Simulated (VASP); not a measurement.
Write the native input for VASP 6.6.1 that does the following.

```yaml
Task: single point
Functional: PBEsol
Potentials_or_basis: VASP PAW PBE potentials, release 64 (Nb_sv, N)
Cutoff: 520 eV
k_mesh: 9 × 9 × 1
Occupations: gaussian, width 0.1 eV
Spin: no spin polarisation
Dipole_correction: yes
Further_INCAR_settings: ALGO = Normal; EDIFF = 1e-06; NBANDS = 46
```

The structure of NbN lies in POSCAR:

```
NbN
1.0
    3.0974787953      0.0000000000      0.0000000000
    0.0000000000      3.0974787953      0.0000000000
    0.0000000000      0.0000000000     23.5707447823
Nb N
4 4
Direct
    0.0000000000      0.0000000000      0.3606165218
    0.5000000000      0.5000000000      0.4535388406
    0.0000000000      0.0000000000      0.5498426901
    0.5000000000      0.5000000000      0.6346336696
    0.5000000000      0.5000000000      0.3606165218
    0.0000000000      0.0000000000      0.4535388406
    0.5000000000      0.5000000000      0.5473141184
    0.0000000000      0.0000000000      0.6468714661
```

The input as run:

INCAR

```
SYSTEM = NbN
PREC     = Accurate       ! precision mode
ENCUT    = 520            ! plane-wave cutoff, eV
EDIFF    = 1E-6           ! SCF threshold, eV
ISMEAR   = 0              ! smearing method
SIGMA    = 0.1            ! smearing width, eV
LREAL    = .False.        ! projectors in reciprocal space
LASPH    = .True.         ! aspherical terms in the spheres
NELM     = 60             ! most SCF steps
ALGO     = Normal         ! electronic algorithm
ISIF     = 2              ! what is computed and relaxed
LWAVE    = .False.        ! write WAVECAR
LCHARG   = .False.        ! write CHGCAR
LDIPOL   = .True.       
IDIPOL   = 3            
DIPOL    = 0.5 0.5 0.501
GGA      = PS             ! functional
NBANDS   = 46             ! bands
```

KPOINTS

```
Automatic mesh
0
Gamma
  9 9 1
  0 0 0
```

Potentials or basis: VASP PAW PBE potentials, release 64 (Nb_sv, N).

Launch:

```console
$ cat potpaw_PBE.64/Nb_sv/POTCAR potpaw_PBE.64/N/POTCAR > POTCAR
$ mpirun -np 1 vasp_std > vasp.out
```

It gave:

```
Largest force          : 2.452 eV/Å
Band gap on the k mesh : zero (band 36 reaches 4.11 eV, above the bottom of band 37 at 1.84 eV)
```

Caveat: the PAW data sets were made with another functional, which shifts forces and pressure a little.

It took 10 min on 1 thread of AMD EPYC 7R43 64-Core Processor (Zen 3), with other jobs on the host, peak memory 0.32 GiB.
